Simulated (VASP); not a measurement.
LuZnCuAs2, 5 atoms in the cell. Symmetry: P3m1, No. 156, trigonal system. Conventional cell: a = 4.088 Å, b = 4.088 Å, c = 6.660 Å, α = 90.00°, β = 90.00°, γ = 120.00°. Within 3.7 Å of Lu (site symmetry 3m) lie 6 As at 2.81 to 2.94 Å and 3 Cu at 3.30 Å and 3 Zn at 3.54 Å. Within 3.3 Å of Zn (site symmetry 3m) lie 4 As at 2.51 to 2.52 Å and 3 Cu at 2.92 Å. Cu (site symmetry 3m) has 4 As at 2.49 to 2.60 Å and 3 Zn at 2.92 Å within 3.3 Å. Within 3.3 Å of As (site symmetry 3m) lie 3 Zn at 2.52 Å and 1 Cu at 2.60 Å and 3 Lu at 2.94 Å. As (site symmetry 3m) has 3 Cu at 2.49 Å and 1 Zn at 2.51 Å and 3 Lu at 2.81 Å within 3.3 Å. 

* Program: VASP 6.6.1
* Task: single point
* Functional: PBEsol
* Potentials or basis: VASP PAW PBE potentials, release 64 (Lu, Zn, Cu, As)
* Cutoff: 600 eV
* k mesh: 3 × 3 × 2
* Occupations: fermi-dirac, width 0.1 eV
* Spin: no spin polarisation
* Dipole correction: no
* Further INCAR settings: ALGO = Normal; EDIFF = 1e-06; NBANDS = 37

Potentials or basis: VASP PAW PBE potentials, release 64 (Lu, Zn, Cu, As).

Run with:

```bash
$ cat potpaw_PBE.64/Lu/POTCAR potpaw_PBE.64/Zn/POTCAR potpaw_PBE.64/Cu/POTCAR potpaw_PBE.64/As/POTCAR > POTCAR
$ mpirun -np 1 vasp_std > vasp.out
```

Hardware: 1 thread of Intel Xeon 8259CL, on a shared host.

Question: How long does it take, and how much memory?

Answer: Run time: 2.2 min on 1 thread of Intel Xeon 8259CL, on a shared host, peak memory 0.27 GiB. Counts: scf iterations 16, k points 6.
